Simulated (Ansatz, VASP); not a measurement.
## SnTe: VASP beside Ansatz

The input INCAR:

```
ALGO     = Normal         # electronic algorithm
EDIFF    = 1E-6           # SCF threshold, eV
ENCUT    = 520            # plane-wave cutoff, eV
GGA      = PE             # functional
ISIF     = 2              # what is computed and relaxed
ISMEAR   = 0              # smearing method
LASPH    = T              # aspherical terms in the spheres
LCHARG   = F              # write CHGCAR
LREAL    = F              # projectors in reciprocal space
LWAVE    = F              # write WAVECAR
NBANDS   = 17             # bands
NELM     = 100            # most SCF steps
PREC     = Accurate       # precision mode
SIGMA    = 0.05           # smearing width, eV
```

File KPOINTS:

```
k-points
0
Gamma
  10 10 10
```

The input POSCAR:

```
SnTe
1.0
    0.0000000000      3.3413503910      3.0577738910
    3.0577738910      0.0000000000      3.0577738910
    3.0577738910      3.3413503910      0.0000000000
Sn Te
1 1
Direct
   -0.0158687338      0.0158687338     -0.0158687338
    0.5158687338      0.4841312662      0.5158687338
```

Input for Ansatz:

```yaml
crystal:
  lattice:
    - [0.0, 3.341350391, 3.057773891]
    - [3.057773891, 0.0, 3.057773891]
    - [3.057773891, 3.341350391, 0.0]
  atoms:
    - { symbol: Sn, position: [-0.0158687338, 0.0158687338, -0.0158687338] }
    - { symbol: Te, position: [0.5158687338, 0.4841312662, 0.5158687338] }
basis:
  ecutwfc: 420
kpoints:
  mp_grid: { grid: [10, 10, 10] }
hamiltonian:
  xc: pbe
scf:
  occupations: { method: gaussian, width: 0.05 }
output:
  forces: true
  stress: true
  eigenvalues: true
```

Alike in both runs: task single point; functional PBE; k mesh 10 × 10 × 10; occupations gaussian, width 0.05 eV; no spin polarisation.

```csv
,VASP,Ansatz
version,VASP 6.6.1,Ansatz 0.2.0
potentials or method,"VASP PAW PBE potentials, release 64 (Sn_d, Te), cutoff 520 eV","scalar-relativistic, plane waves, PAW"
valence electrons in the cell,20,30
```

|  | VASP | Ansatz | Ansatz less VASP |
| --- | --- | --- | --- |
| gap on the k mesh at the Fermi level (eV) | 0.08 | 0.08 | +0.005 |
| least direct gap on the mesh (eV) | 0.64 | 0.64 | +0.003 |
| pressure (GPa) | 3.7 | 3.7 | +0.04 |
| traceless stress, the component that is largest in VASP (GPa) | -6.09 | -6.09 | -0.003 |
| rms of the force components (eV/Å) | 0.050 | 0.052 | +0.0014 |

Atom by atom the forces differ by 0.001 eV/Å (rms over components). VASP's potentials hold 20 valence electrons a cell and Ansatz's 30, so a difference there can come from the potentials and not from the codes.

Spin-orbit coupling is off throughout.
